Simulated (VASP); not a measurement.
# Fe (P6_3/mmc) in VASP: further runs, part 2 of 2

VASP 6.6.1. Earlier steps stand in the parts before.

## Step 3: Single point, PBEsol, collinear spin, ferromagnetic start

The input, INCAR:

```
  PREC = Accurate
  ENCUT = 520
  EDIFF = 1E-7
  ISMEAR = -1
  SIGMA = 0.1
  LREAL = F
  LASPH = T
  NELM = 150
  ALGO = Normal
  ISIF = 2
  LWAVE = F
  LCHARG = F
  ISPIN = 2
  MAGMOM = 3.45 3.45
  LORBIT = 11
  NUPDOWN = 6.7
  LMAXMIX = 4
  GGA = PS
  NBANDS = 19
```

The input, KPOINTS:

```
regular mesh
0
Gamma
  16 16 9
```

The input, POSCAR:

```
Fe
1.0
    2.3470000000      0.0000000000      0.0000000000
   -1.1735000000      2.0325616200      0.0000000000
    0.0000000000      0.0000000000      3.7970000000
Fe
2
Direct
    0.3333333333      0.6666666667      0.2500000000
    0.6666666667      0.3333333333      0.7500000000
```

Potentials or basis: VASP PAW PBE potentials, release 64 (Fe).

Command:

```console
$ cat potpaw_PBE.64/Fe/POTCAR > POTCAR
$ mpirun -np 1 vasp_std > vasp.out
```

OUTCAR:

```text
PREC = Accurate
   ENCUT = 520
   EDIFF = 1E-7
   ISMEAR = -1
   LREAL = F
   LASPH = T
   NELM = 150
   ISIF = 2
   ISPIN = 2
   LORBIT = 11
   NUPDOWN = 6.7
   GGA = PS

 ion  position               nearest neighbor table
   1  0.333  0.667  0.250-   2 2.33   2 2.33   2 2.33   2 2.33   2 2.33   2 2.33
   2  0.667  0.333  0.750-   1 2.33   1 2.33   1 2.33   1 2.33   1 2.33   1 2.33

  LATTYP: Found a hexagonal cell.
 ALAT       =     2.3470000000
 C/A-ratio  =     1.6178099702

  Lattice vectors:

 A1 = (   2.3470000000,   0.0000000000,   0.0000000000)
 A2 = (  -1.1735000000,   2.0325616200,   0.0000000000)
 A3 = (   0.0000000000,   0.0000000000,   3.7970000000)

Analysis of symmetry for initial positions (statically):
=====================================================================
 Subroutine PRICEL returns:
 Original cell was already a primitive cell.

 Routine SETGRP: Setting up the symmetry group for a
 hexagonal supercell.

 Subroutine GETGRP returns: Found 24 space group operations
 (whereof 12 operations were pure point group operations)
 out of a pool of 24 trial point group operations.

The static configuration has the point symmetry D_3d.
 The point group associated with its full space group is D_6h.

Analysis of symmetry for dynamics (positions and initial velocities):
=====================================================================
 Subroutine PRICEL returns:
 Original cell was already a primitive cell.

 Routine SETGRP: Setting up the symmetry group for a
 hexagonal supercell.

 Subroutine GETGRP returns: Found 24 space group operations
 (whereof 12 operations were pure point group operations)
 out of a pool of 24 trial point group operations.

The dynamic configuration has the point symmetry D_3d.
 The point group associated with its full space group is D_6h.

Analysis of structural, dynamic, and magnetic symmetry:
=====================================================================
[... 153 lines left out ...]
  ext. energy  EPLUGINS =         0.00000000
  ---------------------------------------------------
  free energy    TOTEN  =       -14.17939749 eV

  energy without entropy =      -14.12121857  energy(sigma->0) =      -14.15030803

 E-fermi :   7.8835     XC(G=0): -14.5574

 val. band max:       12.1361799162   @ k =   0.3125   0.2500   0.2222
 cond. band min:       7.8975652124   @ k =   0.3750   0.1250   0.1111
 fundamental gap:     -4.2386147038
 Fermi energy:        12.1425371008

 spin component 1

 k-point     1 :       0.0000    0.0000    0.0000
  band No.  band energies     occupation
      1      -1.9683      1.00000
      2       1.7521      1.00000
      3       5.2711      1.00000
      4       5.2711      1.00000
      5       5.3163      1.00000
      6       5.7756      1.00000
[... 517 lines left out ...]
     18      30.1273      0.00000
     19      32.2616      0.00000

 [... further k-points ...]

 spin component 2

 k-point     1 :       0.0000    0.0000    0.0000
  band No.  band energies     occupation
      1      -0.7980      1.00000
      2       3.8467      1.00000
      3       8.2280      0.03093
      4       8.2739      0.01977
      5       8.2739      0.01977
      6       8.8659      0.00005
[... 517 lines left out ...]
     18      31.7815      0.00000
     19      33.7984      0.00000

 [... further k-points ...]

------------------------ aborting loop because EDIFF is reached ----------------------------------------

  FORCE on cell =-STRESS in cart. coord.  units (eV):
  Direction    XX          YY          ZZ          XY          YZ          ZX
  --------------------------------------------------------------------------------------
  -------------------------------------------------------------------------------------
  Total       15.2013805     15.2013804     16.3170395      0.0000000      0.0000000      0.0000000
  in kB     1344.6095881   1344.6095845   1443.2931132      0.0000000      0.0000000      0.0000000
  external PRESSURE =    1377.5040953 kB  Pullay stress =       0.0000000 kB

 VOLUME and BASIS-vectors are now :
 -----------------------------------------------------------------------------
  energy-cutoff  :      520.00
  volume of cell :       18.11
      direct lattice vectors                 reciprocal lattice vectors
     2.347000000  0.000000000  0.000000000     0.426075841  0.245995002  0.000000000
    -1.173500000  2.032561620  0.000000000     0.000000000  0.491990004  0.000000000
     0.000000000  0.000000000  3.797000000     0.000000000  0.000000000  0.263365815

 POSITION                                       TOTAL-FORCE (eV/Angst)
 -----------------------------------------------------------------------------------
     -0.00000      1.35504      0.94925         0.000000     -0.000000      0.000000
      1.17350      0.67752      2.84775        -0.000000      0.000000      0.000000
 -----------------------------------------------------------------------------------
    total drift:                                0.000000     -0.000000     -0.000000

  FREE ENERGIE OF THE ION-ELECTRON SYSTEM (eV)
  ---------------------------------------------------
  free  energy   TOTEN  =       -14.1793974944 eV

  energy  without entropy=      -14.1212185700  energy(sigma->0) =      -14.15030803

 total charge

# of ion       s       p       d       tot
------------------------------------------
    1        0.649   0.851   6.376   7.876
    2        0.649   0.851   6.376   7.876
--------------------------------------------------
tot          1.298   1.701  12.752  15.751

 magnetization (x)

# of ion       s       p       d       tot
------------------------------------------
    1        0.028   0.190   3.069   3.288
    2        0.028   0.190   3.069   3.288
--------------------------------------------------
tot          0.057   0.380   6.139   6.576
```

OSZICAR:

```text
N       E                     dE             d eps       ncg     rms          rms(c)
DAV:   1     0.830710417785E+02    0.83071E+02   -0.73076E+03 12352   0.116E+03
DAV:   2    -0.118592755105E+02   -0.94930E+02   -0.88699E+02 11508   0.215E+02
DAV:   3    -0.155335026145E+02   -0.36742E+01   -0.36183E+01 12562   0.529E+01
DAV:   4    -0.155605098753E+02   -0.27007E-01   -0.26998E-01 12633   0.429E+00
DAV:   5    -0.155607696114E+02   -0.25974E-03   -0.25973E-03 12795   0.391E-01    0.278E+01
DAV:   6    -0.143580042729E+02    0.12028E+01   -0.33322E+00 12505   0.383E+01    0.120E+01
DAV:   7    -0.142212981032E+02    0.13671E+00   -0.16069E-01 12344   0.312E+00    0.600E+00
DAV:   8    -0.141831596219E+02    0.38138E-01   -0.16467E-02 14026   0.143E+00    0.196E+00
DAV:   9    -0.141792616491E+02    0.38980E-02   -0.10860E-03 12744   0.357E-01    0.107E-01
DAV:  10    -0.141793800169E+02   -0.11837E-03   -0.13260E-04 13583   0.109E-01    0.395E-02
DAV:  11    -0.141793946418E+02   -0.14625E-04   -0.10422E-05 12568   0.353E-02    0.206E-02
DAV:  12    -0.141793974125E+02   -0.27706E-05   -0.37286E-06 13792   0.179E-02    0.421E-03
DAV:  13    -0.141793975533E+02   -0.14083E-06   -0.41431E-07 12840   0.878E-03    0.168E-03
DAV:  14    -0.141793974944E+02    0.58931E-07   -0.13089E-08  6833   0.130E-03
   1 F= -.14179397E+02 E0= -.14150308E+02  d E =-.581789E-01  mag=     6.7000
```

stdout:

```text
POSCAR found type information on POSCAR Fe
 POSCAR found :  1 types and       2 ions
 scaLAPACK will be used
 -----------------------------------------------------------------------------
|                                                                             |
|                                                                             |
|     You enforced a specific xc type in the INCAR file but a different       |
|     I HOPE YOU KNOW WHAT YOU ARE DOING!                                     |
|                                                                             |
 -----------------------------------------------------------------------------

 LDA part: xc-table for (Slater+PW92), standard interpolation
 POSCAR, INCAR and KPOINTS ok, starting setup
 FFT: planning ... GRIDC
 FFT: planning ... GRID_SOFT
 FFT: planning ... GRID
 WAVECAR not read
 entering main loop
```

Wall time 2.5 min (1 thread of AMD EPYC 7R13, shared host); peak memory 0.16 GiB.

Results:

| Quantity | Value |
| --- | --- |
| Free energy | -14.1794 eV |
| Pressure | 137.8 GPa |
| Net moment | 6.70 μB per cell |
| Site moments | Fe +3.29 μB |
| Valence electrons inside the program's atomic spheres | Fe 7.88 |

Stress tensor (GPa, compression positive):
```
134.46   0.00   0.00
  0.00 134.46   0.00
  0.00   0.00 144.33
```

Caveat: the cell stands under pressure; the PAW data sets were made with another functional, which shifts forces and pressure a little; the total moment is fixed, so each spin has its own Fermi level.

## Step 4: Single point, PBEsol, collinear spin, ferromagnetic start

The input, INCAR:

```
SYSTEM = Fe
PREC = Accurate
ENCUT = 520
EDIFF = 1E-6
ISMEAR = -1
SIGMA = 0.1
LREAL = .FALSE.
LASPH = .TRUE.
NELM = 150
ALGO = Normal
ISIF = 2
LWAVE = .FALSE.
LCHARG = .TRUE.
ISPIN = 2
MAGMOM = 4.13 4.13
LORBIT = 11
NUPDOWN = 8.4
LMAXMIX = 4
GGA = PS
LELF = .TRUE.
LVHAR = .TRUE.
NBANDS = 19
```

The input, KPOINTS:

```
Automatic mesh
0
G
  16 16 9
  0 0 0
```

POSCAR is that of step 3.

Command:

```console
$ cat potpaw_PBE.64/Fe/POTCAR > POTCAR
$ mpirun -np 1 vasp_std > vasp.out
```

It took 2.3 min on 1 thread of AMD EPYC 7R13, shared host; peak memory 0.16 GiB.

It converged, with:

| Quantity | Value |
| --- | --- |
| Free energy | -8.2711 eV |
| Pressure | 216.5 GPa |
| Net moment | 8.40 μB per cell |
| Site moments | Fe +4.14 μB |
| Valence electrons inside the program's atomic spheres | Fe 7.88 |

Stress tensor (GPa, compression positive):
```
214.97   0.00   0.00
  0.00 214.97   0.00
  0.00   0.00 219.51
```

Caveat: the cell stands under pressure; the PAW data sets were made with another functional, which shifts forces and pressure a little; the total moment is fixed, so each spin has its own Fermi level.

## Step 5: Overview

```csv
fixed moment (μB),pressure (GPa),moment (μB)
5.0,89.3,5.00
6.7,137.8,6.70
8.4,216.5,8.40
```

Alike in all rows: task single point; level PBEsol; potentials or basis VASP PAW PBE potentials, release 64 (Fe); spin collinear, ferromagnetic start; cell as given; k mesh 16 × 16 × 9; cutoff (eV) 520; smearing fermi-dirac 0.1 eV.

Caveats: the cell stands under pressure; the PAW data sets were made with another functional, which shifts forces and pressure a little; the total moment is fixed, so each spin has its own Fermi level.

Absolute energies hang on the potentials; compare differences alone.
